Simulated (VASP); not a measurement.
# CoO (I4/mmm) in VASP: single point with PBE

Aim: the single point of CoO with PBE.

Everything below comes from runs of VASP 6.6.1. Logs are shortened: lines on timing, memory, paths and dates and some standing lists are left out, and cuts for length are marked.

## (1) The cell of the first run

It takes space group I4/mmm (No. 139, tetragonal). Conventional cell: a = 3.016 Å, b = 3.016 Å, c = 4.214 Å, α = 90.00°, β = 90.00°, γ = 90.00°. Within 2.8 Å of Co (site symmetry 4/mmm) lie 6 O at 2.11 to 2.13 Å. O (site symmetry 4/mmm) has 6 Co at 2.11 to 2.13 Å within 2.8 Å.

## (2) Single point, PBE, collinear spin, ferromagnetic start

Input file INCAR:

```
PREC = Accurate
ENCUT = 520
EDIFF = 1E-6
ISMEAR = 0
SIGMA = 0.1
LREAL = False
LASPH = True
NELM = 150
ALGO = Normal
ISIF = 2
LWAVE = False
LCHARG = False
ISPIN = 2
MAGMOM = 3 0
LORBIT = 11
LMAXMIX = 4
GGA = PE
NBANDS = 18
```

Input file KPOINTS:

```
Automatic mesh
0
Gamma
  8 8 8
```

Input file POSCAR:

```
CoO
1.0
   -1.5080001529      1.5080001529      2.1072499549
    1.5080001529     -1.5080001529      2.1072499549
    1.5080001529      1.5080001529     -2.1072499549
Co O
1 1
Direct
    0.0000000000      0.0000000000      0.0000000000
    0.5000000000      0.5000000000      0.0000000000
```

Potentials or basis: VASP PAW PBE potentials, release 64 (Co, O).

Command:

```console
$ cat potpaw_PBE.64/Co/POTCAR potpaw_PBE.64/O/POTCAR > POTCAR
$ mpirun -np 1 vasp_std > vasp.out
```

OUTCAR:

```text
PREC = Accurate
   ENCUT = 520
   EDIFF = 1E-6
   ISMEAR = 0
   LREAL = False
   LASPH = True
   NELM = 150
   ISIF = 2
   ISPIN = 2
   LORBIT = 11
   GGA = PE

 ion  position               nearest neighbor table
   1  0.000  0.000  0.000-   2 2.11   2 2.11   2 2.13   2 2.13   2 2.13   2 2.13
   2  0.500  0.500  0.000-   1 2.11   1 2.11   1 2.13   1 2.13   1 2.13   1 2.13

  LATTYP: Found a body centered tetragonal cell.
 ALAT       =     3.0160003058
 C/A-ratio  =     1.3973804650

  Lattice vectors:

 A1 = (  -1.5080001529,   1.5080001529,   2.1072499549)
 A2 = (   1.5080001529,  -1.5080001529,   2.1072499549)
 A3 = (   1.5080001529,   1.5080001529,  -2.1072499549)

Analysis of symmetry for initial positions (statically):
=====================================================================
 Subroutine PRICEL returns:
 Original cell was already a primitive cell.

 Routine SETGRP: Setting up the symmetry group for a
 body centered tetragonal supercell.

 Subroutine GETGRP returns: Found 16 space group operations
 (whereof 16 operations were pure point group operations)
 out of a pool of 16 trial point group operations.

The static configuration has the point symmetry D_4h.

Analysis of symmetry for dynamics (positions and initial velocities):
=====================================================================
 Subroutine PRICEL returns:
 Original cell was already a primitive cell.

 Routine SETGRP: Setting up the symmetry group for a
 body centered tetragonal supercell.

 Subroutine GETGRP returns: Found 16 space group operations
 (whereof 16 operations were pure point group operations)
 out of a pool of 16 trial point group operations.

The dynamic configuration has the point symmetry D_4h.

Analysis of structural, dynamic, and magnetic symmetry:
=====================================================================
 Subroutine PRICEL returns:
 Original cell was already a primitive cell.

 Routine SETGRP: Setting up the symmetry group for a
 body centered tetragonal supercell.

 Subroutine GETGRP returns: Found 16 space group operations
 (whereof 16 operations were pure point group operations)
 out of a pool of 16 trial point group operations.

The overall configuration has the point symmetry D_4h.

 Subroutine INISYM returns: Found 16 space group operations
 (whereof 16 operations are pure point group operations),
 and found     1 'primitive' translations

----------------------------------------------------------------------------------------

                                     Primitive cell

  volume of cell :      19.1681

  direct lattice vectors                    reciprocal lattice vectors
    -1.508000153  1.508000153  2.107249955     0.000000000  0.331564953  0.237276076
     1.508000153 -1.508000153  2.107249955     0.331564953  0.000000000  0.237276076
     1.508000153  1.508000153 -2.107249955     0.331564953  0.331564953  0.000000000

  length of vectors
     2.998104617  2.998104617  2.998104617     0.407719578  0.407719578  0.468903654

  position of ions in fractional coordinates (direct lattice)
     0.000000000  0.000000000  0.000000000
     0.500000000  0.500000000  0.000000000

  ion indices of the primitive-cell ions
   primitive index   ion index
                 1           1
                 2           2

----------------------------------------------------------------------------------------

 KPOINTS: Automatic mesh

Automatic generation of k-mesh.
 Grid dimensions read from file:
 generate k-points for:    8    8    8

 Generating k-lattice:

  Cartesian coordinates                     Fractional coordinates (reciprocal lattice)
     0.000000000  0.041445619  0.029659509     0.125000000 -0.000000000  0.000000000
     0.041445619  0.000000000  0.029659509    -0.000000000  0.125000000  0.000000000
     0.041445619  0.041445619  0.000000000     0.000000000  0.000000000  0.125000000

  Length of vectors
     0.050964947  0.050964947  0.058612957

  Shift w.r.t. Gamma in fractional coordinates (k-lattice)
     0.000000000  0.000000000  0.000000000

 Subroutine IBZKPT returns following result:
 ===========================================

 Found     59 irreducible k-points:

 Following reciprocal coordinates:
            Coordinates               Weight
  0.000000  0.000000  0.000000      1.000000
  0.125000 -0.000000  0.000000      8.000000
  0.250000 -0.000000  0.000000      8.000000
  0.375000  0.000000  0.000000      8.000000
  0.500000 -0.000000  0.000000      4.000000
  0.125000  0.125000  0.000000      8.000000
[... 16 lines left out ...]
  0.250000  0.125000  0.125000     16.000000
  0.375000  0.125000  0.125000      8.000000
 [... further k-points ...]
   k-points           NKPTS =     59   k-points in BZ     NKDIM =     59   number of bands    NBANDS=     18
   number of dos      NEDOS =    301   number of ions     NIONS =      2
   total plane-waves  NPLWV =  13824
   dimension x,y,z NGX =    24 NGY =   24 NGZ =   24
   dimension x,y,z NGXF=    48 NGYF=   48 NGZF=   48
   ions per type =               1   1
   NGX,Y,Z   is equivalent  to a cutoff of  13.31, 13.31, 13.31 a.u.
   NGXF,Y,Z  is equivalent  to a cutoff of  26.62, 26.62, 26.62 a.u.
 SYSTEM =  unknown system
   PREC   = accura    normal or accurate (medium, high low for compatibility)
   ISTART =      0    job   : 0-new  1-cont  2-samecut
   ICHARG =      2    charge: 1-file 2-atom 10-const
   ISPIN  =      2    spin polarized calculation?
   LNONCOLLINEAR =      F non collinear calculations
   LSORBIT =      F    spin-orbit coupling
   LASPH  =      T    aspherical Exc in radial PAW
   ENCUT  =  520.0 eV  38.22 Ry    6.18 a.u.   5.57  5.57  5.57*2*pi/ulx,y,z
   NELM   =    150;   NELMIN=  2; NELMDL= -5     # of ELM steps
   EDIFF  = 0.1E-05   stopping-criterion for ELM
   LREAL  =      F    real-space projection
   EDIFFG = 0.1E-04   stopping-criterion for IOM
   NSW    =      0    number of steps for IOM
   IBRION =     -1    ionic relax: 0-MD 1-quasi-New 2-CG
   NFREE  =      0    steps in history (QN), initial steepest desc. (CG)
   ISIF   =      2    stress and relaxation
   ISYM   =      2    0-nonsym 1-usesym 2-fastsym
   POTIM  = 0.5000    time-step for ionic-motion
   TEBEG  =    0.0;   TEEND  =   0.0 temperature during run
   PSTRESS=    0.0 pullay stress
   NELECT =      15.0000    total number of electrons
   NUPDOWN=      -1.0000    fix difference up-down
   EMIN   =  10.00;   EMAX   =-10.00  energy-range for DOS
   EFERMI =   0.00;   METHOD = LEGACY
   ISMEAR =     0;   SIGMA  =   0.10  broadening in eV -4-tet -1-fermi 0-gaus
   EFERMI_NEDOS =   21; number of points for ismear=-14 and -15
   IALGO  =     38    algorithm
   IMIX   =      4    mixing-type and parameters
     AMIX     =   0.40;   BMIX     =  1.00
     AMIX_MAG =   1.60;   BMIX_MAG =  1.00
  volume/ion in A,a.u.               =       9.58        64.68
  Fermi-wavevector in a.u.,A,eV,Ry     =   1.508617  2.850873 30.965840  2.275925
  Thomas-Fermi vector in A             =   2.619048
   LORBIT       =     11    0 simple, 1 ext, 2 COOP (PROOUT), +10 PAW based schemes
   GGA     = PE    functional components
   LHFCALC =     F    Hartree Fock is set to
   AEXX    =    0.0000 exact exchange contribution
   IVDW    =     0    specifies the selected vdW correction
   LEPSILON=     F    determine dielectric tensor
   LRPA    =     F    only Hartree local field effects (RPA)
 spin polarized calculation
 Gauss-broadening in eV      SIGMA  =   0.10
  energy-cutoff  :      520.00
  volume of cell :       19.17
 maximum number of plane-waves:       532
 NGX is ok and might be reduce to    24
   NGX = 11   NGY = 11   NGZ = 11

 number of electron      15.0000006 magnetization       2.8606412

 Free energy of the ion-electron system (eV)
  ---------------------------------------------------
  ext. energy  EPLUGINS =         0.00000000
  ---------------------------------------------------
  free energy    TOTEN  =       -13.05840768 eV

  energy without entropy =      -13.03659628  energy(sigma->0) =      -13.04750198

 E-fermi :   8.0195     XC(G=0): -12.4550

 val. band max:        8.0103944787   @ k =  -0.1250  -0.3750   0.1250
 cond. band min:       8.0294612577   @ k =   0.2500   0.2500   0.0000
 fundamental gap:      0.0190667791
 Fermi energy:         8.0194760179

 spin component 1

 k-point     1 :       0.0000    0.0000    0.0000
  band No.  band energies     occupation
      1     -12.2467      1.00000
      2       4.7676      1.00000
      3       4.7809      1.00000
      4       4.8408      1.00000
      5       4.8803      1.00000
      6       4.8803      1.00000
[... 10 lines left out ...]
     17      29.9247      0.00000
     18      32.8298      0.00000
[... 463 lines left out ...]
 k-point    24 :       0.3750    0.1250    0.1250
  band No.  band energies     occupation
      1     -10.9338      1.00000
      2       0.5362      1.00000
      3       1.9293      1.00000
      4       2.1212      1.00000
      5       5.4680      1.00000
      6       5.7285      1.00000
[... 10 lines left out ...]
     17      35.8820      0.00000
     18      37.4755      0.00000

 [... further k-points ...]

 spin component 2

 k-point     1 :       0.0000    0.0000    0.0000
  band No.  band energies     occupation
      1     -11.7647      1.00000
      2       5.3665      1.00000
      3       5.4234      1.00000
      4       5.4234      1.00000
      5       6.8915      1.00000
      6       6.8916      1.00000
[... 10 lines left out ...]
     17      30.8862      0.00000
     18      33.6551      0.00000
[... 463 lines left out ...]
 k-point    24 :       0.3750    0.1250    0.1250
  band No.  band energies     occupation
      1     -10.3987      1.00000
      2       1.0860      1.00000
      3       2.8535      1.00000
      4       3.3475      1.00000
      5       7.7230      0.99999
      6       7.7933      0.99931
[... 10 lines left out ...]
     17      36.2396      0.00000
     18      38.0803      0.00000

 [... further k-points ...]

------------------------ aborting loop because EDIFF is reached ----------------------------------------

  FORCE on cell =-STRESS in cart. coord.  units (eV):
  Direction    XX          YY          ZZ          XY          YZ          ZX
  --------------------------------------------------------------------------------------
  -------------------------------------------------------------------------------------
  Total       -0.1063491     -0.1063491     -0.0913429      0.0000000      0.0000000      0.0000000
  in kB       -8.8892592     -8.8892592     -7.6349564      0.0000000      0.0000000      0.0000000
  external PRESSURE =      -8.4711582 kB  Pullay stress =       0.0000000 kB

 VOLUME and BASIS-vectors are now :
 -----------------------------------------------------------------------------
  energy-cutoff  :      520.00
  volume of cell :       19.17
      direct lattice vectors                 reciprocal lattice vectors
    -1.508000153  1.508000153  2.107249955     0.000000000  0.331564953  0.237276076
     1.508000153 -1.508000153  2.107249955     0.331564953  0.000000000  0.237276076
     1.508000153  1.508000153 -2.107249955     0.331564953  0.331564953  0.000000000

 POSITION                                       TOTAL-FORCE (eV/Angst)
 -----------------------------------------------------------------------------------
      0.00000      0.00000      0.00000         0.000000      0.000000      0.000000
      0.00000      0.00000      2.10725         0.000000     -0.000000     -0.000000
 -----------------------------------------------------------------------------------
    total drift:                               -0.000000      0.000000     -0.000000

  FREE ENERGIE OF THE ION-ELECTRON SYSTEM (eV)
  ---------------------------------------------------
  free  energy   TOTEN  =       -13.0584076822 eV

  energy  without entropy=      -13.0365962757  energy(sigma->0) =      -13.04750198

 total charge

# of ion       s       p       d       tot
------------------------------------------
    1        0.296   0.361   7.152   7.809
    2        1.556   3.425   0.000   4.982
--------------------------------------------------
tot          1.852   3.787   7.152  12.791

 magnetization (x)

# of ion       s       p       d       tot
------------------------------------------
    1        0.021   0.018   2.487   2.526
    2        0.029   0.257   0.000   0.285
--------------------------------------------------
tot          0.049   0.275   2.487   2.811
```

It took 19 s on 1 thread of Intel Xeon 6975P-C (Granite Rapids), shared host; peak memory 0.17 GiB.

Results:

```
Free energy                                           : -13.0584 eV
Pressure                                              : -0.8 GPa
Net moment                                            : 2.86 μB per cell
Site moments                                          : Co +2.53; O +0.28 μB
Valence electrons inside the program's atomic spheres : Co 7.81; O 4.98
```

Levels at points of the mesh, in eV from the Fermi level:
Spin up:
```
           k point  band 7  band 8  band 9  band 10  band 11  band 12
(0.00, 0.00, 0.00)   -3.10   -3.10   -2.96     1.05    16.89    18.19
(0.50, 0.00, 0.00)   -1.76    0.10    0.18     5.09     9.42    13.37
(0.50, 0.50, 0.00)   -2.38   -2.06   -1.98     5.93     9.83    11.77
(0.50, 0.50, 0.50)   -2.38   -2.06   -2.06     5.94     9.98    11.65
```
Spin down:
| k point | band 4 | band 5 | band 6 | band 7 | band 8 | band 9 |
| --- | --- | --- | --- | --- | --- | --- |
| (0.00, 0.00, 0.00) | -2.60 | -1.13 | -1.13 | -1.09 | 0.03 | 0.07 |
| (0.50, 0.00, 0.00) | -4.67 | -0.15 | -0.11 | 0.17 | 2.69 | 2.73 |
| (0.50, 0.50, 0.00) | -3.81 | -2.25 | 0.10 | 0.14 | 0.51 | 1.01 |
| (0.50, 0.50, 0.50) | -3.89 | -2.26 | 0.13 | 0.13 | 0.58 | 0.97 |

Caveat: the k points lie up to 0.37 Å⁻¹ apart; a cell with one magnetic atom can't hold antiferromagnetic order, which such compounds often take; semilocal functionals often make such compounds metallic where correlation or magnetic order opens a gap, which also shifts bond lengths. With open d or f shells a metallic result of PBE can be an artefact of self-interaction; +U or a hybrid may open a gap.
